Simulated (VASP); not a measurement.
# AlAs (l) (F-43m) in VASP: single point with LDA

Aim: the single point of AlAs (l) with LDA.

Program: VASP 6.6.1. These are calculated values, not measurements. Logs are shortened: lines on timing, memory, paths and dates and some standing lists are left out, and cuts for length are marked.

## Step 1: The cell of the first run

The structure is cubic, space group F-43m (No. 216). Conventional cell: a = 5.629 Å, b = 5.629 Å, c = 5.629 Å, α = 90.00°, β = 90.00°, γ = 90.00°. Within 3.2 Å of Al (site symmetry -43m) lie 4 As at 2.44 Å. Within 3.2 Å of As (site symmetry -43m) lie 4 Al at 2.44 Å.

## Step 2: Single point, LDA

File INCAR:

```
ALGO = Normal
EDIFF = 1E-6
ENCUT = 500
GGA_COMPAT = False
ISIF = 2
ISMEAR = 0
LASPH = True
LCHARG = False
LREAL = False
LWAVE = False
NBANDS = 11
NELM = 120
PREC = Accurate
SIGMA = 0.02
```

File KPOINTS:

```
k-points
0
Gamma
  8 8 8
```

File POSCAR:

```
AlAs
1.0
    0.0000000000      2.8145100563      2.8145100563
    2.8145100563      0.0000000000      2.8145100563
    2.8145100563      2.8145100563      0.0000000000
Al As
1 1
Direct
    0.0000000000      0.0000000000      0.0000000000
    0.2500000000      0.2500000000      0.2500000000
```

Potentials or basis: VASP PAW LDA potentials, release 64 (Al, As).

Command:

```console
> cat potpaw_LDA.64/Al/POTCAR potpaw_LDA.64/As/POTCAR > POTCAR
> mpirun -np 1 vasp_std > vasp.out
```

OUTCAR:

```text
EDIFF = 1E-6
   ENCUT = 500
   ISIF = 2
   ISMEAR = 0
   LASPH = True
   LREAL = False
   NELM = 120
   PREC = Accurate

 ion  position               nearest neighbor table
   1  0.000  0.000  0.000-   2 2.44   2 2.44   2 2.44   2 2.44
   2  0.250  0.250  0.250-   1 2.44   1 2.44   1 2.44   1 2.44

  LATTYP: Found a face centered cubic cell.
 ALAT       =     5.6290201126

  Lattice vectors:

 A1 = (   0.0000000000,   2.8145100563,   2.8145100563)
 A2 = (   2.8145100563,   0.0000000000,   2.8145100563)
 A3 = (   2.8145100563,   2.8145100563,   0.0000000000)

Analysis of symmetry for initial positions (statically):
=====================================================================
 Subroutine PRICEL returns:
 Original cell was already a primitive cell.

 Routine SETGRP: Setting up the symmetry group for a
 face centered cubic supercell.

 Subroutine GETGRP returns: Found 24 space group operations
 (whereof 24 operations were pure point group operations)
 out of a pool of 48 trial point group operations.

The static configuration has the point symmetry T_d .

Analysis of symmetry for dynamics (positions and initial velocities):
=====================================================================
 Subroutine PRICEL returns:
 Original cell was already a primitive cell.

 Routine SETGRP: Setting up the symmetry group for a
 face centered cubic supercell.

 Subroutine GETGRP returns: Found 24 space group operations
 (whereof 24 operations were pure point group operations)
 out of a pool of 48 trial point group operations.

The dynamic configuration has the point symmetry T_d .

 Subroutine INISYM returns: Found 24 space group operations
 (whereof 24 operations are pure point group operations),
 and found     1 'primitive' translations

----------------------------------------------------------------------------------------

                                     Primitive cell

  volume of cell :      44.5901

  direct lattice vectors                    reciprocal lattice vectors
     0.000000000  2.814510056  2.814510056    -0.177650813  0.177650813  0.177650813
     2.814510056  0.000000000  2.814510056     0.177650813 -0.177650813  0.177650813
     2.814510056  2.814510056  0.000000000     0.177650813  0.177650813 -0.177650813

  length of vectors
     3.980318293  3.980318293  3.980318293     0.307700234  0.307700234  0.307700234

  position of ions in fractional coordinates (direct lattice)
     0.000000000  0.000000000  0.000000000
     0.250000000  0.250000000  0.250000000

[... 86 lines left out ...]
   PSTRESS=    0.0 pullay stress
   NELECT =       8.0000    total number of electrons
   NUPDOWN=      -1.0000    fix difference up-down
   EMIN   =  10.00;   EMAX   =-10.00  energy-range for DOS
   EFERMI =   0.00;   METHOD = LEGACY
   ISMEAR =     0;   SIGMA  =   0.02  broadening in eV -4-tet -1-fermi 0-gaus
   EFERMI_NEDOS =   21; number of points for ismear=-14 and -15
   IALGO  =     38    algorithm
   IMIX   =      4    mixing-type and parameters
     AMIX     =   0.40;   BMIX     =  1.00
     AMIX_MAG =   1.60;   BMIX_MAG =  1.00
  volume/ion in A,a.u.               =      22.30       150.45
  Fermi-wavevector in a.u.,A,eV,Ry     =   0.923334  1.744848 11.599581  0.852545
  Thomas-Fermi vector in A             =   2.048959
   LORBIT       =      0    0 simple, 1 ext, 2 COOP (PROOUT), +10 PAW based schemes
   GGA     = CA    functional components
   LHFCALC =     F    Hartree Fock is set to
   AEXX    =    0.0000 exact exchange contribution
   IVDW    =     0    specifies the selected vdW correction
   LEPSILON=     F    determine dielectric tensor
   LRPA    =     F    only Hartree local field effects (RPA)
 non-spin polarized calculation
 Gauss-broadening in eV      SIGMA  =   0.02
  energy-cutoff  :      500.00
  volume of cell :       44.59
 maximum number of plane-waves:      1158
 NGX is ok and might be reduce to    30
   NGX = 15   NGY = 15   NGZ = 15

 number of electron       8.0000001 magnetization

 Free energy of the ion-electron system (eV)
  ---------------------------------------------------
  ext. energy  EPLUGINS =         0.00000000
  ---------------------------------------------------
  free energy    TOTEN  =       -10.51393921 eV

  energy without entropy =      -10.51393921  energy(sigma->0) =      -10.51393921

 E-fermi :   4.0166     XC(G=0):  -9.3430

 val. band max:        3.9286028255   @ k =   0.0000   0.0000   0.0000
 cond. band min:       5.2384520783   @ k =   0.5000   0.5000   0.0000
 fundamental gap:      1.3098492528
 Fermi energy:         4.0165523440

 k-point     1 :       0.0000    0.0000    0.0000
  band No.  band energies     occupation
      1      -8.0607      2.00000
      2       3.9286      2.00000
      3       3.9286      2.00000
      4       3.9286      2.00000
      5       5.9459      0.00000
      6       8.2031      0.00000
      7       8.2031      0.00000
      8       8.2031      0.00000
      9      12.6500      0.00000
     10      12.9955      0.00000
     11      12.9955      0.00000
[... 309 lines left out ...]
 k-point    24 :      -0.3750    0.2500    0.1250
  band No.  band energies     occupation
      1      -6.3379      2.00000
      2      -1.4165      2.00000
      3       1.1738      2.00000
      4       2.3514      2.00000
      5       7.5554      0.00000
      6       8.1076      0.00000
      7      10.6124      0.00000
      8      11.5555      0.00000
      9      12.2647      0.00000
     10      14.9211      0.00000
     11      16.1990      0.00000

 [... further k-points ...]

------------------------ aborting loop because EDIFF is reached ----------------------------------------

  FORCE on cell =-STRESS in cart. coord.  units (eV):
  Direction    XX          YY          ZZ          XY          YZ          ZX
  --------------------------------------------------------------------------------------
  -------------------------------------------------------------------------------------
  Total        0.0988472      0.0988472      0.0988472     -0.0000000     -0.0000000      0.0000000
  in kB        3.5517017      3.5517017      3.5517017     -0.0000000     -0.0000000      0.0000000
  external PRESSURE =       3.5517017 kB  Pullay stress =       0.0000000 kB

 VOLUME and BASIS-vectors are now :
 -----------------------------------------------------------------------------
  energy-cutoff  :      500.00
  volume of cell :       44.59
      direct lattice vectors                 reciprocal lattice vectors
     0.000000000  2.814510056  2.814510056    -0.177650813  0.177650813  0.177650813
     2.814510056  0.000000000  2.814510056     0.177650813 -0.177650813  0.177650813
     2.814510056  2.814510056  0.000000000     0.177650813  0.177650813 -0.177650813

 POSITION                                       TOTAL-FORCE (eV/Angst)
 -----------------------------------------------------------------------------------
      0.00000      0.00000      0.00000         0.000000      0.000000      0.000000
      1.40726      1.40726      1.40726        -0.000000     -0.000000     -0.000000
 -----------------------------------------------------------------------------------
    total drift:                                0.000000      0.000000      0.000000

  FREE ENERGIE OF THE ION-ELECTRON SYSTEM (eV)
  ---------------------------------------------------
  free  energy   TOTEN  =       -10.5139392067 eV

  energy  without entropy=      -10.5139392067  energy(sigma->0) =      -10.51393921
```

OSZICAR:

```text
N       E                     dE             d eps       ncg     rms          rms(c)
DAV:   1     0.132420854430E+02    0.13242E+02   -0.30786E+03   638   0.544E+02
DAV:   2    -0.980144467494E+01   -0.23044E+02   -0.21480E+02   851   0.879E+01
DAV:   3    -0.108273019799E+02   -0.10259E+01   -0.10238E+01   807   0.184E+01
DAV:   4    -0.108359083191E+02   -0.86063E-02   -0.86048E-02   749   0.204E+00
DAV:   5    -0.108360219987E+02   -0.11368E-03   -0.11368E-03   812   0.221E-01    0.342E+00
DAV:   6    -0.105758250888E+02    0.26020E+00   -0.40929E-01   692   0.230E+00    0.193E+00
DAV:   7    -0.105174884587E+02    0.58337E-01   -0.18990E-01   744   0.166E+00    0.662E-01
DAV:   8    -0.105139690507E+02    0.35194E-02   -0.13337E-02   719   0.535E-01    0.906E-02
DAV:   9    -0.105139280212E+02    0.41029E-04   -0.76315E-04   739   0.139E-01    0.388E-02
DAV:  10    -0.105139371041E+02   -0.90829E-05   -0.30034E-05   713   0.287E-02    0.143E-02
DAV:  11    -0.105139397385E+02   -0.26344E-05   -0.66700E-06   746   0.121E-02    0.756E-03
DAV:  12    -0.105139392067E+02    0.53176E-06   -0.18866E-06   428   0.538E-03
   1 F= -.10513939E+02 E0= -.10513939E+02  d E =-.264229E-12
```

Run time: 5.6 s. Hardware: 1 thread of Intel Xeon 6975P-C (Granite Rapids), shared host; peak memory 0.14 GiB.

Results:

```
Free energy            : -10.5139 eV
Pressure               : 0.4 GPa
Band gap on the k mesh : 1.31 eV, indirect (least direct gap 2.02 eV)
```

A k mesh can miss the band edges. As with any semilocal functional, this LDA gap is likely too small.
